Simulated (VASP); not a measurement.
AlNi: single point with PBEsol

Crystal: AlNi.

```
Al Ni
1.0
     2.86235    0.00000    0.00000
     0.00000    2.86235    0.00000
     0.00000    0.00000    2.77648
Al Ni
1 1
Direct
  0.50000 0.50000 0.50000
  0.00000 0.00000 0.00000
```

This cell differs from its parent crystal: strain along c alone, the other axes held: -3.0 %.

```yaml
Program: VASP 6.6.1
Task: single point
Functional: PBEsol
Potentials_or_basis: VASP PAW PBE potentials, release 64 (Al, Ni)
Cutoff: 520 eV
k_mesh: 18 × 18 × 18
Occupations: gaussian, width 0.1 eV
Spin: no spin polarisation
```

```json
{
 "Pressure": "5.8 GPa",
 "Band gap on the k mesh": "zero (an odd number of electrons rules out a gap without spin polarisation)"
}
```

Stress tensor (GPa, compression positive):
```
4.73 0.00 0.00
0.00 4.73 0.00
0.00 0.00 7.80
```

Levels at points of the mesh, in eV from the Fermi level:
```tsv
k point	band 4	band 5	band 6	band 7	band 8	band 9	band 10	band 11
(0.00, 0.00, 0.00)	-1.71	-1.62	-1.62	5.33	5.33	6.48	8.18	8.39
(0.50, 0.00, 0.00)	-2.47	-2.28	-1.53	-0.76	8.32	9.84	10.91	10.98
(0.50, 0.50, 0.00)	-3.16	-2.13	-2.13	-1.13	1.35	2.55	13.39	15.98
(0.00, 0.00, 0.50)	-2.46	-2.46	-1.60	-0.52	8.36	9.97	9.97	11.31
(0.50, 0.00, 0.50)	-2.87	-2.29	-2.26	-1.06	1.66	2.84	12.60	15.14
(0.50, 0.50, 0.50)	-1.09	-1.01	1.91	1.91	1.98	4.18	4.47	4.81
```

Run time: 3.9 min on 1 thread of Intel Xeon 8259CL, with other jobs on the host, peak memory 0.29 GiB.

Caveat: the cell differs from its parent crystal (strain along c alone, the other axes held: -3.0 %); the cell stands under pressure; the PAW data sets were made with another functional, which shifts forces and pressure a little. Spin polarisation is off, so any magnetic state and its effect on volume and gap are missing.
